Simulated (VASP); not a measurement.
Input of a VASP 6.6.1 run:

File INCAR:

```
SYSTEM = NbPd2
PREC     = Accurate       ! precision mode
ENCUT    = 600            ! plane-wave cutoff, eV
EDIFF    = 1E-6           ! SCF threshold, eV
ISMEAR   = 0              ! smearing method
SIGMA    = 0.1            ! smearing width, eV
LREAL    = .FALSE.        ! projectors in reciprocal space
LASPH    = .TRUE.         ! aspherical terms in the spheres
NELM     = 60             ! most SCF steps
ALGO     = Fast           ! electronic algorithm
ISIF     = 3              ! what is computed and relaxed
LWAVE    = .FALSE.        ! write WAVECAR
LCHARG   = .FALSE.        ! write CHGCAR
IBRION   = 2              ! ionic algorithm
NSW      = 100            ! ionic steps
EDIFFG   = -0.05          ! ionic threshold
```

File KPOINTS:

```
Automatic mesh
0
G
  8 8 8
  0 0 0
```

Contents of POSCAR:

```
NbPd2
1.0
   -1.4176141950      1.9722901550      4.2204657500
    1.4176141950     -1.9722901550      4.2204657500
    1.4176141950      1.9722901550     -4.2204657500
Nb Pd
1 2
Direct
    0.0000000000      0.0000000000      0.0000000000
    0.6665762700      0.6665762700      0.0000000000
    0.3334237300      0.3334237300      0.0000000000
```

Potentials or basis: VASP PAW LDA potentials, release 64 (Nb_sv, Pd).

The run is started by

```sh
$ cat potpaw_LDA.64/Nb_sv/POTCAR potpaw_LDA.64/Pd/POTCAR > POTCAR
$ mpirun -np 1 vasp_std > vasp.out
```

Problem. What does it give for the relaxed cell?

Solution. a = 4.785 Å, b = 4.785 Å, c = 4.785 Å, α = 146.39°, β = 131.99°, γ = 59.88°.

Problem. What does it give for the space group after relaxing (to 0.1 Å)?

Solution. Immm (No. 71).

Problem. What does it give for the band gap on the k mesh?

Solution. Zero (an odd number of electrons rules out a gap without spin polarisation).

The path:
| step | energy change (eV) | largest force (eV/Å) | pressure (GPa) | volume (Å³) |
| --- | --- | --- | --- | --- |
| 1 | 0.0000 | 0.0466 | -11.27 | 47.20 |
| 2 | 0.3692 | 0.1843 | 34.83 | 40.04 |
| 3 | -0.0908 | 0.0172 | -0.49 | 44.84 |
| 4 | -0.0910 | 0.0195 | -0.10 | 44.76 |
| 5 | -0.0909 | 0.0215 | 0.18 | 44.71 |
| 6 | -0.0919 | 0.0145 | 0.20 | 44.69 |
| 7 | -0.0921 | 0.0094 | 0.22 | 44.68 |
